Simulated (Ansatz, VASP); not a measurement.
**TaN in VASP and in Ansatz**

```
Ta N
1.0
     0.00000    2.17900    2.17900
     2.17900    0.00000    2.17900
     2.17900    2.17900    0.00000
Ta N
1 1
Direct
  0.50000 0.50000 0.50000
  0.00000 0.00000 0.00000
```

Alike in both runs: task single point; functional LDA; k mesh 8 × 8 × 8; occupations gaussian, width 0.1 eV; no spin polarisation.

|  | VASP | Ansatz |
| --- | --- | --- |
| version | VASP 6.6.1 | Ansatz 0.2.0 |
| potentials or method | VASP PAW LDA potentials, release 64 (Ta_pv, N), cutoff 600 eV | scalar-relativistic, plane waves, PAW |
| valence electrons in the cell | 16 | 18 |

VASP gave:

| Quantity | Value |
| --- | --- |
| gap on the k mesh at the Fermi level (eV) | none |
| pressure (GPa) | -0.3 |

**Question.** Estimate Ansatz's values.

**Answer.** gap on the k mesh at the Fermi level (eV): none; pressure (GPa): -2.3.

LDA's correlation is that of Perdew and Zunger in VASP and of Perdew and Wang (1992) in Ansatz. A gap of «none» marks a metal or a gap that the smearing closes. VASP's potentials hold 16 valence electrons a cell and Ansatz's 18, so a difference there can come from the potentials and not from the codes.

Spin-orbit coupling is off throughout.
